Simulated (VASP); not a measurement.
# SiC (Moissanite) (P6_3mc) in VASP: notebook

SiC (Moissanite) is run at these levels: PBE; tasks: single point.

Everything below comes from runs of VASP 6.6.1. Logs are shortened: lines on timing, memory, paths and dates and some standing lists are left out, and cuts for length are marked.

**1. The cell of the first run**

Symmetry: P6_3mc, No. 186, hexagonal system. Conventional cell: a = 3.076 Å, b = 3.076 Å, c = 5.048 Å, α = 90.00°, β = 90.00°, γ = 120.00°. Within 2.5 Å of Si (site symmetry 3m) lie 4 C at 1.87 to 1.94 Å. Within 2.5 Å of C (site symmetry 3m) lie 4 Si at 1.87 to 1.94 Å.

**2. Single point, PBE**

File INCAR:

```
PREC = Accurate ; ENCUT = 520
EDIFF = 1E-6 ; ISMEAR = 0
SIGMA = 0.016 ; LREAL = False
LASPH = True ; NELM = 80
ALGO = Normal ; ISIF = 2
LWAVE = False ; LCHARG = True
GGA = PE ; LELF = True
LVHAR = True ; NBANDS = 16
```

File KPOINTS:

```
regular mesh
0
Gamma
  10 10 5
```

File POSCAR:

```
SiC
1.0
    3.0760000000      0.0000000000      0.0000000000
   -1.5380000000      2.6638941420      0.0000000000
    0.0000000000      0.0000000000      5.0480000000
Si C
2 2
Direct
    0.6666666667      0.3333333333      0.5000000000
    0.3333333333      0.6666666667      0.0000000000
    0.6666666667      0.3333333333      0.8850000000
    0.3333333333      0.6666666667      0.3850000000
```

Potentials or basis: VASP PAW PBE potentials, release 64 (Si, C).

Started as:

```sh
> cat potpaw_PBE.64/Si/POTCAR potpaw_PBE.64/C/POTCAR > POTCAR
> mpirun -np 1 vasp_std > vasp.out
```

OUTCAR:

```text
PREC = Accurate
   ENCUT = 520
   EDIFF = 1E-6
   ISMEAR = 0
   LREAL = False
   LASPH = True
   NELM = 80
   ISIF = 2
   GGA = PE

 ion  position               nearest neighbor table
   1  0.667  0.333  0.500-   4 1.87   4 1.87   4 1.87   3 1.94   2 3.09   2 3.09   2 3.09   2 3.09
                             2 3.09   2 3.09
   2  0.333  0.667  0.000-   3 1.87   3 1.87   3 1.87   4 1.94   1 3.09   1 3.09   1 3.09   1 3.09
                             1 3.09   1 3.09
   3  0.667  0.333  0.885-   2 1.87   2 1.87   2 1.87   1 1.94
   4  0.333  0.667  0.385-   1 1.87   1 1.87   1 1.87   2 1.94

  LATTYP: Found a hexagonal cell.
 ALAT       =     3.0760000000
 C/A-ratio  =     1.6410923277

  Lattice vectors:

 A1 = (   3.0760000000,   0.0000000000,   0.0000000000)
 A2 = (  -1.5380000000,   2.6638941420,   0.0000000000)
 A3 = (   0.0000000000,   0.0000000000,   5.0480000000)

Analysis of symmetry for initial positions (statically):
=====================================================================
 Subroutine PRICEL returns:
 Original cell was already a primitive cell.

 Routine SETGRP: Setting up the symmetry group for a
 hexagonal supercell.

 Subroutine GETGRP returns: Found 12 space group operations
 (whereof  6 operations were pure point group operations)
 out of a pool of 24 trial point group operations.

The static configuration has the point symmetry C_3v.
 The point group associated with its full space group is C_6v.

Analysis of symmetry for dynamics (positions and initial velocities):
=====================================================================
 Subroutine PRICEL returns:
 Original cell was already a primitive cell.

 Routine SETGRP: Setting up the symmetry group for a
 hexagonal supercell.

 Subroutine GETGRP returns: Found 12 space group operations
 (whereof  6 operations were pure point group operations)
 out of a pool of 24 trial point group operations.

The dynamic configuration has the point symmetry C_3v.
 The point group associated with its full space group is C_6v.

 Subroutine INISYM returns: Found 12 space group operations
 (whereof  6 operations are pure point group operations),
 and found     1 'primitive' translations

----------------------------------------------------------------------------------------

                                     Primitive cell

  volume of cell :      41.3640

  direct lattice vectors                    reciprocal lattice vectors
     3.076000000  0.000000000  0.000000000     0.325097529  0.187695146  0.000000000
    -1.538000000  2.663894142  0.000000000     0.000000000  0.375390292  0.000000000
     0.000000000  0.000000000  5.048000000     0.000000000  0.000000000  0.198098257

  length of vectors
     3.076000000  3.076000000  5.048000000     0.375390292  0.375390292  0.198098257

  position of ions in fractional coordinates (direct lattice)
     0.666666667  0.333333333  0.500000000
     0.333333333  0.666666667  0.000000000
     0.666666667  0.333333333  0.885000000
     0.333333333  0.666666667  0.385000000

  ion indices of the primitive-cell ions
   primitive index   ion index
                 1           1
                 2           2
                 3           3
                 4           4

----------------------------------------------------------------------------------------

 KPOINTS: regular mesh

Automatic generation of k-mesh.
 Grid dimensions read from file:
 generate k-points for:   10   10    5

 Generating k-lattice:

  Cartesian coordinates                     Fractional coordinates (reciprocal lattice)
     0.032509753  0.018769515  0.000000000     0.100000000  0.000000000  0.000000000
     0.000000000  0.037539029  0.000000000     0.000000000  0.100000000  0.000000000
     0.000000000  0.000000000  0.039619651     0.000000000  0.000000000  0.200000000

  Length of vectors
     0.037539029  0.037539029  0.039619651

  Shift w.r.t. Gamma in fractional coordinates (k-lattice)
     0.000000000  0.000000000  0.000000000

 Subroutine IBZKPT returns following result:
 ===========================================

 Found     42 irreducible k-points:

 Following reciprocal coordinates:
            Coordinates               Weight
  0.000000  0.000000  0.000000      1.000000
  0.100000 -0.000000  0.000000      6.000000
  0.200000 -0.000000  0.000000      6.000000
  0.300000  0.000000  0.000000      6.000000
  0.400000 -0.000000  0.000000      6.000000
  0.500000  0.000000  0.000000      3.000000
[... 16 lines left out ...]
  0.300000  0.100000  0.200000     24.000000
  0.400000  0.100000  0.200000     24.000000
 [... further k-points ...]
   k-points           NKPTS =     42   k-points in BZ     NKDIM =     42   number of bands    NBANDS=     16
   number of dos      NEDOS =    301   number of ions     NIONS =      4
   total plane-waves  NPLWV =  23040
   dimension x,y,z NGX =    24 NGY =   24 NGZ =   40
   dimension x,y,z NGXF=    48 NGYF=   48 NGZF=   80
   ions per type =               2   2
   NGX,Y,Z   is equivalent  to a cutoff of  12.97, 12.97, 13.17 a.u.
   NGXF,Y,Z  is equivalent  to a cutoff of  25.94, 25.94, 26.35 a.u.
 SYSTEM =  unknown system
   PREC   = accura    normal or accurate (medium, high low for compatibility)
   ISTART =      0    job   : 0-new  1-cont  2-samecut
   ICHARG =      2    charge: 1-file 2-atom 10-const
   ISPIN  =      1    spin polarized calculation?
   LNONCOLLINEAR =      F non collinear calculations
   LSORBIT =      F    spin-orbit coupling
   LASPH  =      T    aspherical Exc in radial PAW
   ENCUT  =  520.0 eV  38.22 Ry    6.18 a.u.   5.72  5.72  9.39*2*pi/ulx,y,z
   NELM   =     80;   NELMIN=  2; NELMDL= -5     # of ELM steps
   EDIFF  = 0.1E-05   stopping-criterion for ELM
   LREAL  =      F    real-space projection
   EDIFFG = 0.1E-04   stopping-criterion for IOM
   NSW    =      0    number of steps for IOM
   IBRION =     -1    ionic relax: 0-MD 1-quasi-New 2-CG
   NFREE  =      0    steps in history (QN), initial steepest desc. (CG)
   ISIF   =      2    stress and relaxation
   ISYM   =      2    0-nonsym 1-usesym 2-fastsym
   POTIM  = 0.5000    time-step for ionic-motion
   TEBEG  =    0.0;   TEEND  =   0.0 temperature during run
   PSTRESS=    0.0 pullay stress
   NELECT =      16.0000    total number of electrons
   NUPDOWN=      -1.0000    fix difference up-down
   EMIN   =  10.00;   EMAX   =-10.00  energy-range for DOS
   EFERMI =   0.00;   METHOD = LEGACY
   ISMEAR =     0;   SIGMA  =   0.02  broadening in eV -4-tet -1-fermi 0-gaus
   EFERMI_NEDOS =   21; number of points for ismear=-14 and -15
   IALGO  =     38    algorithm
   IMIX   =      4    mixing-type and parameters
     AMIX     =   0.40;   BMIX     =  1.00
     AMIX_MAG =   1.60;   BMIX_MAG =  1.00
  volume/ion in A,a.u.               =      10.34        69.78
  Fermi-wavevector in a.u.,A,eV,Ry     =   1.192817  2.254098 19.358549  1.422813
  Thomas-Fermi vector in A             =   2.328847
   LORBIT       =      0    0 simple, 1 ext, 2 COOP (PROOUT), +10 PAW based schemes
   GGA     = PE    functional components
   LHFCALC =     F    Hartree Fock is set to
   AEXX    =    0.0000 exact exchange contribution
   IVDW    =     0    specifies the selected vdW correction
   LEPSILON=     F    determine dielectric tensor
   LRPA    =     F    only Hartree local field effects (RPA)
 non-spin polarized calculation
 Gauss-broadening in eV      SIGMA  =   0.02
  energy-cutoff  :      520.00
  volume of cell :       41.36
 maximum number of plane-waves:      1132
 NGX is ok and might be reduce to    24
   NGX = 11   NGY = 11   NGZ = 19

 number of electron      16.0000000 magnetization

 Free energy of the ion-electron system (eV)
  ---------------------------------------------------
  ext. energy  EPLUGINS =         0.00000000
  ---------------------------------------------------
  free energy    TOTEN  =       -30.06707720 eV

  energy without entropy =      -30.06707720  energy(sigma->0) =      -30.06707720

 E-fermi :   8.4888     XC(G=0): -11.3486

 val. band max:        8.4096904092   @ k =   0.0000   0.0000   0.0000
 cond. band min:      10.8889033413   @ k =   0.3000   0.3000   0.0000
 fundamental gap:      2.4792129321
 Fermi energy:         8.4888156524

 k-point     1 :       0.0000    0.0000    0.0000
  band No.  band energies     occupation
      1      -7.3151      2.00000
      2      -3.8128      2.00000
      3      -0.2831      2.00000
      4       6.8534      2.00000
      5       6.8534      2.00000
      6       8.1340      2.00000
[... 8 lines left out ...]
     15      17.1131      0.00000
     16      19.7533      0.00000

 k-point     2 :       0.1000   -0.0000    0.0000
  band No.  band energies     occupation
      1      -7.1414      2.00000
      2      -3.6639      2.00000
      3      -0.1220      2.00000
      4       5.9189      2.00000
      5       6.5644      2.00000
      6       7.5000      2.00000
[... 8 lines left out ...]
     15      17.5529      0.00000
     16      18.4740      0.00000

 k-point     3 :       0.2000   -0.0000    0.0000
  band No.  band energies     occupation
      1      -6.6273      2.00000
      2      -3.2360      2.00000
      3       0.3402      2.00000
      4       4.0403      2.00000
      5       5.9647      2.00000
      6       6.0368      2.00000
[... 8 lines left out ...]
     15      17.8229      0.00000
     16      18.4134      0.00000

 k-point     4 :       0.3000    0.0000    0.0000
  band No.  band energies     occupation
      1      -5.7988      2.00000
      2      -2.6225      2.00000
      3       0.9140      2.00000
      4       2.2891      2.00000
      5       4.3387      2.00000
      6       5.3901      2.00000
[... 8 lines left out ...]
     15      18.6962      0.00000
     16      19.7970      0.00000
[... 324 lines left out ...]
 k-point    22 :       0.2000    0.1000    0.2000
  band No.  band energies     occupation
      1      -5.9358      2.00000
      2      -3.4607      2.00000
      3       1.4872      2.00000
      4       3.4091      2.00000
      5       4.4487      2.00000
      6       5.3839      2.00000
[... 8 lines left out ...]
     15      18.5140      0.00000
     16      19.1635      0.00000

 k-point    23 :       0.3000    0.1000    0.2000
  band No.  band energies     occupation
      1      -4.9879      2.00000
      2      -2.7436      2.00000
      3       0.8760      2.00000
      4       2.8319      2.00000
      5       3.2076      2.00000
      6       4.6587      2.00000
[... 8 lines left out ...]
     15      19.2814      0.00000
     16      19.9650      0.00000

 k-point    24 :       0.4000    0.1000    0.2000
  band No.  band energies     occupation
      1      -3.9576      2.00000
      2      -2.4398      2.00000
      3       0.1142      2.00000
      4       1.5912      2.00000
      5       3.6621      2.00000
      6       4.4738      2.00000
[... 8 lines left out ...]
     15      19.7589      0.00000
     16      21.0924      0.00000

 [... further k-points ...]
[... 5 lines left out ...]
  --------------------------------------------------------------------------------------
  -------------------------------------------------------------------------------------
  Total        1.3564174      1.3564174      0.1082068      0.0000000      0.0000000      0.0000000
  in kB       52.5389380     52.5389380      4.1912383      0.0000000      0.0000000      0.0000000
  external PRESSURE =      36.4230381 kB  Pullay stress =       0.0000000 kB

 VOLUME and BASIS-vectors are now :
 -----------------------------------------------------------------------------
  energy-cutoff  :      520.00
  volume of cell :       41.36
      direct lattice vectors                 reciprocal lattice vectors
     3.076000000  0.000000000  0.000000000     0.325097529  0.187695146  0.000000000
    -1.538000000  2.663894142  0.000000000     0.000000000  0.375390292  0.000000000
     0.000000000  0.000000000  5.048000000     0.000000000  0.000000000  0.198098257

 POSITION                                       TOTAL-FORCE (eV/Angst)
 -----------------------------------------------------------------------------------
      1.53800      0.88796      2.52400         0.000000     -0.000000      0.752819
     -0.00000      1.77593      0.00000         0.000000      0.000000      0.752819
      1.53800      0.88796      4.46748        -0.000000      0.000000     -0.752819
     -0.00000      1.77593      1.94348         0.000000      0.000000     -0.752819
 -----------------------------------------------------------------------------------
    total drift:                                0.000000      0.000000     -0.000217

  FREE ENERGIE OF THE ION-ELECTRON SYSTEM (eV)
  ---------------------------------------------------
  free  energy   TOTEN  =       -30.0670771964 eV

  energy  without entropy=      -30.0670771964  energy(sigma->0) =      -30.06707720
```

It took 14 s on 1 thread of AMD EPYC 9R45 (Zen 5), shared host; peak memory 0.13 GiB.

Results:

| Property | Result |
| --- | --- |
| Free energy | -30.0671 eV |
| Pressure | 3.6 GPa |
| Largest force | 0.753 eV/Å |
| Band gap on the k mesh | 2.48 eV, indirect (least direct gap 4.08 eV) |

Forces on the atoms (eV/Å):
```
Si   0.000  0.000  0.753
Si   0.000  0.000  0.753
C    0.000  0.000 -0.753
C    0.000  0.000 -0.753
```

Stress tensor (GPa, compression positive):
```
5.25 0.00 0.00
0.00 5.25 0.00
0.00 0.00 0.42
```

Levels at points of the mesh, in eV from the valence-band top:
```tsv
k point	band 6	band 7	band 8	band 9	band 10	band 11
(0.00, 0.00, 0.00)	-0.28	-0.28	0.00	4.62	6.03	6.51
(0.50, 0.00, 0.00)	-3.54	-3.26	-1.49	2.59	4.20	6.74
```

**3. Single point, PBE**

File INCAR:

```
SYSTEM = SiC
PREC     = Accurate       ! precision mode
ENCUT    = 520            ! plane-wave cutoff, eV
EDIFF    = 1E-6           ! SCF threshold, eV
ISMEAR   = 0              ! smearing method
SIGMA    = 0.017          ! smearing width, eV
LREAL    = .FALSE.        ! projectors in reciprocal space
LASPH    = .TRUE.         ! aspherical terms in the spheres
NELM     = 80             ! most SCF steps
ALGO     = Normal         ! electronic algorithm
ISIF     = 2              ! what is computed and relaxed
LWAVE    = .FALSE.        ! write WAVECAR
LCHARG   = .FALSE.        ! write CHGCAR
GGA      = PE             ! functional
NBANDS   = 16             ! bands
```

File KPOINTS:

```
Automatic mesh
0
G
  10 10 5
  0 0 0
```

POSCAR is that of step 2.

Potentials or basis: VASP PAW PBE potentials, release 64 (Si, C).

Started as:

```sh
> cat potpaw_PBE.64/Si/POTCAR potpaw_PBE.64/C/POTCAR > POTCAR
> mpirun -np 1 vasp_std > vasp.out
```

It took 14 s on 1 thread of AMD EPYC 9R45 (Zen 5), shared host; peak memory 0.13 GiB.

The run converged. Its results:

```yaml
Free_energy: -30.0671 eV
Pressure: 3.6 GPa
Largest_force: 0.753 eV/Å
Band_gap_on_the_k_mesh: 2.48 eV, indirect (least direct gap 4.08 eV)
```

Forces in eV/Å, atoms in the order of the input:
```
Si   0.000  0.000  0.753
Si   0.000  0.000  0.753
C    0.000  0.000 -0.753
C    0.000  0.000 -0.753
```

Stress tensor (GPa, compression positive):
```
5.25 0.00 0.00
0.00 5.25 0.00
0.00 0.00 0.42
```

Levels at points of the mesh, in eV from the valence-band top:
```csv
k point,band 4,band 5,band 6,band 7,band 8,band 9,band 10,band 11,band 12,band 13
"(0.00, 0.00, 0.00)",-1.56,-1.56,-0.28,-0.28,0.00,4.62,6.03,6.51,6.51,7.55
"(0.50, 0.00, 0.00)",-6.55,-5.43,-3.54,-3.26,-1.49,2.59,4.20,6.74,7.20,9.71
```

A k mesh can miss the band edges. A hybrid or GW would open this gap; PBE tends to underestimate it.

**4. Single point, PBE**

File INCAR:

```
PREC = Accurate
ENCUT = 520
EDIFF = 1E-7
ISMEAR = 0
SIGMA = 0.018000000000000002
LREAL = False
LASPH = True
NELM = 100
ALGO = Normal
ISIF = 2
LWAVE = False
LCHARG = False
GGA = PE
NBANDS = 16
```

File KPOINTS:

```
Automatic mesh
0
Gamma
  10 10 5
```

POSCAR is that of step 3.

Started as:

```sh
> cat potpaw_PBE.64/Si/POTCAR potpaw_PBE.64/C/POTCAR > POTCAR
> mpirun -np 1 vasp_std > vasp.out
```

It took 15 s on 1 thread of AMD EPYC 9R45 (Zen 5), shared host; peak memory 0.13 GiB.

The run converged. Its results:

```
Free energy            : -30.0671 eV
Pressure               : 3.6 GPa
Largest force          : 0.753 eV/Å
Band gap on the k mesh : 2.48 eV, indirect (least direct gap 4.08 eV)
```

Forces on the atoms (eV/Å):
```
Si   0.000  0.000  0.753
Si   0.000  0.000  0.753
C    0.000  0.000 -0.753
C    0.000  0.000 -0.753
```

Stress tensor (GPa, compression positive):
```
5.25 0.00 0.00
0.00 5.25 0.00
0.00 0.00 0.41
```

Levels at points of the mesh, in eV from the valence-band top:
```tsv
k point	band 4	band 5	band 6	band 7	band 8	band 9	band 10	band 11	band 12	band 13
(0.00, 0.00, 0.00)	-1.56	-1.56	-0.28	-0.28	0.00	4.62	6.03	6.51	6.51	7.55
(0.50, 0.00, 0.00)	-6.55	-5.43	-3.54	-3.26	-1.49	2.59	4.20	6.74	7.20	9.71
```

[end of part 1 of 2]
